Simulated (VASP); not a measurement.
Set up this calculation in VASP 6.6.1, as the native input.

* Task: single point
* Functional: LDA
* Potentials or basis: VASP PAW LDA potentials, release 64 (Zn)
* Cutoff: 520 eV
* k mesh: 22 × 22 × 22
* Occupations: gaussian, width 0.15 eV
* Spin: no spin polarisation
* Dipole correction: no
* Further INCAR settings: ALGO = Fast; EDIFF = 1e-06; NBANDS = 12

The structure of Zn lies in POSCAR:

```
Zn
1.0
   -1.8539049099      1.4889739659      1.4889739659
    1.4889739659     -1.8539049099      1.4889739659
    1.4889739659      1.4889739659     -1.8539049099
Zn
1
Direct
    0.0000000000      0.0000000000      0.0000000000
```

One way to write it, as run:

INCAR

```
PREC = Accurate ; ENCUT = 520
EDIFF = 1E-6 ; ISMEAR = 0
SIGMA = 0.15 ; LREAL = F
LASPH = T ; NELM = 60
ALGO = Fast ; ISIF = 2
LWAVE = F ; LCHARG = F
NBANDS = 12
```

KPOINTS

```
regular mesh
0
Gamma
  22 22 22
```

Potentials or basis: VASP PAW LDA potentials, release 64 (Zn).

Run with:

```sh
$ cat potpaw_LDA.64/Zn/POTCAR > POTCAR
$ mpirun -np 1 vasp_std > vasp.out
```

Results of the run:

```json
{"Pressure": "58.0 GPa", "Band gap on the k mesh": "zero (band 6 reaches 8.24 eV, above the bottom of band 7 at 1.08 eV)"}
```

Run time: 110 s on 1 thread of Intel(R) Xeon(R) Platinum 8259CL CPU @ 2.50GHz (Skylake/Cascade Lake) (shared host), peak memory 0.26 GiB.
